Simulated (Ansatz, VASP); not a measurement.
Given: the input of a run of Ansatz 0.2.0 on TaN.

File input.yaml:

```yaml
crystal:
  lattice:
    - [3.39912194, 0.0, 0.0]
    - [0.0, 3.39912194, 0.0]
    - [0.0, 0.0, 4.97696369]
  atoms:
    - { symbol: Ta, position: [-0.00183, 0.000884, -0.004254] }
    - { symbol: Ta, position: [0.499671, 0.506845, 0.001667] }
    - { symbol: "N", position: [0.505135, -0.003659, 0.267607] }
    - { symbol: "N", position: [-0.002034, 0.500319, 0.725499] }
hamiltonian:
  xc: pbe
  pseudopotentials: { kind: paw }
kpoints:
  mp_grid: { grid: [8, 8, 6] }
scf:
  occupations: { method: fermi_dirac, width: 0.05 }
output:
  forces: true
  stress: true
  eigenvalues: true
```

Potentials or basis: Ansatz PAW.

The run is started by

```bash
$ ansatz run input.yaml --threads 1 --pin off --max-ram 3584MiB --backend cpu --events-out ev --progress --plain --runs-dir out
```

Question: Translate it to VASP 6.6.1. Potentials there: VASP PAW PBE potentials, release 64 (Ta_pv, N).

Answer: As run (the cutoff follows the program's own potentials):

The input INCAR:

```
SYSTEM = TaN
PREC = Accurate
ENCUT = 520
EDIFF = 1E-6
ISMEAR = -1
SIGMA = 0.05
LREAL = .False.
LASPH = .True.
NELM = 80
ALGO = Normal
ISIF = 2
LWAVE = .False.
LCHARG = .False.
GGA = PE
NBANDS = 24
```

Contents of KPOINTS:

```
Automatic mesh
0
Gamma
  8 8 6
  0 0 0
```

The input POSCAR:

```
TaN
1.0
    3.3991219400      0.0000000000      0.0000000000
    0.0000000000      3.3991219400      0.0000000000
    0.0000000000      0.0000000000      4.9769636900
Ta N
2 2
Direct
   -0.0018300000      0.0008840000     -0.0042540000
    0.4996710000      0.5068450000      0.0016670000
    0.5051350000     -0.0036590000      0.2676070000
   -0.0020340000      0.5003190000      0.7254990000
```

Potentials or basis: VASP PAW PBE potentials, release 64 (Ta_pv, N).

The run is started by

```bash
$ cat potpaw_PBE.64/Ta_pv/POTCAR potpaw_PBE.64/N/POTCAR > POTCAR
$ mpirun -np 1 vasp_std > vasp.out
```

Both were run:

|  | VASP | Ansatz | Ansatz less VASP |
| --- | --- | --- | --- |
| gap on the k mesh at the Fermi level (eV) | none | none | - |
| rms of the force components (eV/Å) | 1.221 | 1.252 | +0.0308 |

Atom by atom the forces differ by 0.036 eV/Å (rms over components). A gap of «none» marks a metal or a gap that the smearing closes. VASP's potentials hold 32 valence electrons a cell and Ansatz's 36, so a difference there can come from the potentials and not from the codes.

Spin-orbit coupling is off throughout.
